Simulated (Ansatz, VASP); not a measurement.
One calculation of W, two programs

```
W
1.0
    -1.59730    1.59730    1.55737
     1.59730   -1.59730    1.55737
     1.59730    1.59730   -1.55737
W
1
Cartesian
  0.0000 0.0000 0.0000
```

Change from the starting cell: strain +0.000 along x and y, -0.025 along z, atoms carried along.

Alike in both runs: task single point; functional PBE; k mesh 20 × 20 × 20; occupations fermi-dirac, width 0.4 eV; no spin polarisation.

|  | VASP | Ansatz |
| --- | --- | --- |
| version | VASP 6.6.1 | Ansatz 0.2.0 |
| potentials or method | VASP PAW PBE potentials, release 64 (W_sv), cutoff 520 eV | scalar-relativistic, plane waves, PAW |
| valence electrons in the cell | 14 | 14 |

|  | VASP | Ansatz | Ansatz less VASP |
| --- | --- | --- | --- |
| gap on the k mesh at the Fermi level (eV) | none | none | - |
| pressure (GPa) | 6.6 | 6.0 | -0.56 |
| traceless stress, the component that is largest in VASP (GPa) | 4.82 | 4.82 | +0.004 |

A gap of «none» marks a metal or a gap that the smearing closes.

Neither program's run includes spin-orbit coupling.
